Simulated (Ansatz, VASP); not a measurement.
## MgI2: VASP beside Ansatz

```
Mg I
1.0
     4.15370    0.02077    0.02077
    -2.05886    3.58683    0.00760
     0.03431    0.03431    6.86200
Mg I
1 2
Cartesian
  0.0000 0.0000 0.0000
  0.0380 2.4241 5.2108
  2.0912 1.2178 1.6795
```

Change from the starting cell: equal xy, yz and zx shear strains of +1 %, PAW files.

Alike in both runs: task electric field gradients; functional PBEsol; k mesh 7 × 7 × 4; occupations fermi-dirac, width 0.03 eV; no spin polarisation.

|  | VASP | Ansatz |
| --- | --- | --- |
| version | VASP 6.6.1 | Ansatz 0.2.0 |
| potentials or method | VASP PAW PBE potentials, release 64 (Mg, I) | PAW with Ansatz's default frozen-core files, scalar-relativistic |
| plane-wave cutoff (eV) | 520 | 420 |
| valence electrons in the cell | 16 | 44 |

```tsv
	VASP	Ansatz	Ansatz less VASP
gap on the k mesh at the Fermi level (eV)	3.44	3.45	+0.014
pressure (GPa)	-0.2	-0.2	+0.02
traceless stress, the component that is largest in VASP (GPa)	0.26	0.26	-0.005
rms of the force components (eV/Å)	0.025	0.024	-0.0013
size of Vzz on the site where it differs most (V/Å²)	49.1	50.5	+1.42
```

VASP's potentials were made for PBE, not for PBEsol. Atom by atom the forces differ by 0.002 eV/Å (rms over components). VASP's potentials hold 16 valence electrons a cell and Ansatz's 44, so a difference there can come from the potentials and not from the codes.

Spin-orbit coupling is off throughout.
